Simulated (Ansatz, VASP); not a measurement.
**One calculation of Li2HgI4, two programs**

```
Li Hg I
1.0
    -3.28370    3.28370    6.33202
     3.28370   -3.28370    6.33202
     3.28370    3.28370   -6.33202
Li Hg I
2 1 4
Direct
  0.25000 0.75000 0.50000
  0.75000 0.25000 0.50000
  0.00000 0.00000 0.00000
  0.38181 0.87352 0.00000
  0.12648 0.12648 0.50829
  0.61819 0.61819 0.49171
  0.87352 0.38181 0.00000
```

Alike in both runs: functional PBE; k mesh 6 × 6 × 6; occupations gaussian, width 0.02 eV; no spin polarisation.

Ansatz relaxed the structure, and its values are those at the end. VASP's run is a single point on that final structure, the one shown.

```csv
,VASP,Ansatz
version,VASP 6.6.1,Ansatz 0.2.0
potentials or method,"VASP PAW PBE potentials, release 64 (Li_sv, Hg, I), cutoff 520 eV","scalar-relativistic, plane waves, PAW"
valence electrons in the cell,46,94
```

VASP gave:

| Quantity | Value |
| --- | --- |
| gap on the k mesh at the Fermi level (eV) | 2.19 |
| least direct gap on the mesh (eV) | 2.19 |
| rms of the force components (eV/Å) | 0.010 |

Task: Which values does Ansatz return?

Result: gap on the k mesh at the Fermi level (eV): 2.19; least direct gap on the mesh (eV): 2.19; rms of the force components (eV/Å): 0.004.

The functional is the same, so the differences come from potentials, cutoffs and numerics. VASP's potentials hold 46 valence electrons a cell and Ansatz's 94, so a difference there can come from the potentials and not from the codes.

Spin-orbit coupling is off throughout. Noted on VASP's run: the cutoff is short for stress, so the pressure is rough.
